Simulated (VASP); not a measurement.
Input of a VASP 6.6.1 run:

The input INCAR:

```
PREC = Accurate ; ENCUT = 520
EDIFF = 1E-7 ; ISMEAR = 0
SIGMA = 0.02 ; LREAL = F
LASPH = T ; NELM = 100
ALGO = Normal ; ISIF = 2
LWAVE = F ; LCHARG = T
GGA = PE ; LELF = T
LVHAR = T ; NBANDS = 35
```

File KPOINTS:

```
Automatic mesh
0
Gamma
  12 12 2
```

File POSCAR:

```
WSe2
1.0
    3.2213570789      0.0000000000      0.0000000000
   -1.6106785395      2.7897770650      0.0000000000
    0.0000000000      0.0000000000     14.5925062743
W Se
2 4
Direct
    0.6666666667      0.3333333333      0.7500000000
    0.3333333333      0.6666666667      0.2500000000
    0.3333333333      0.6666666667      0.8675783640
    0.6666666667      0.3333333333      0.3675783640
    0.3333333333      0.6666666667      0.6324216360
    0.6666666667      0.3333333333      0.1324216360
```

Potentials or basis: VASP PAW PBE potentials, release 64 (W_sv, Se).

Launch:

```bash
$ cat potpaw_PBE.64/W_sv/POTCAR potpaw_PBE.64/Se/POTCAR > POTCAR
$ mpirun -np 1 vasp_std > vasp.out
```

(1) Predict the band gap on the k mesh.

(2) Estimate the pressure.

## Answers

(1) 1.20 eV (least direct gap 1.92 eV).

(2) 4.9 GPa.

Caveat: the cell differs from its parent crystal (equal strain along all axes, cell held: -3.0 %, then relaxed in part); the stress differs along the axes, from 1 to 7 GPa; spin-orbit coupling is left out, which moves the levels of the heavy elements; this functional lacks dispersion, which binds layers or chains, so the pressure and a relaxed spacing across them are unreliable.
